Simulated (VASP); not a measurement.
Input of a VASP 6.6.1 run:

The input INCAR:

```
PREC = Accurate
ENCUT = 520
EDIFF = 1E-6
ISMEAR = 0
SIGMA = 0.1
LREAL = F
LASPH = T
NELM = 80
ALGO = Normal
ISIF = 2
LWAVE = F
LCHARG = F
GGA = PE
NBANDS = 26
```

Contents of KPOINTS:

```
Automatic mesh
0
Gamma
  16 16 16
```

File POSCAR:

```
Zr2Si2C
1.0
   -1.6496105241      1.6496105241      7.1912696972
    1.6496105241     -1.6496105241      7.1912696972
    1.6496105241      1.6496105241     -7.1912696972
Zr Si C
2 2 1
Direct
    0.4060320331      0.4060320331      0.0000000000
    0.5939679669      0.5939679669      0.0000000000
    0.7500000000      0.2500000000      0.5000000000
    0.2500000000      0.7500000000      0.5000000000
    0.0000000000      0.0000000000      0.0000000000
```

Potentials or basis: VASP PAW PBE potentials, release 64 (Zr_sv, Si, C).

The run is started by

```console
$ cat potpaw_PBE.64/Zr_sv/POTCAR potpaw_PBE.64/Si/POTCAR potpaw_PBE.64/C/POTCAR > POTCAR
$ mpirun -np 1 vasp_std > vasp.out
```

Task: Predict the largest force.

Result: 0.014 eV/Å.

Task: Estimate the pressure.

Result: 0.0 GPa.

Task: Estimate the band gap on the k mesh.

Result: Zero (bands 18 and 19 overlap by 1.18 eV).

Forces in eV/Å, atoms in the order of the input:
```
Zr   0.000  0.000 -0.014
Zr   0.000  0.000  0.014
Si   0.000  0.000  0.000
Si   0.000  0.000  0.000
C    0.000  0.000  0.000
```
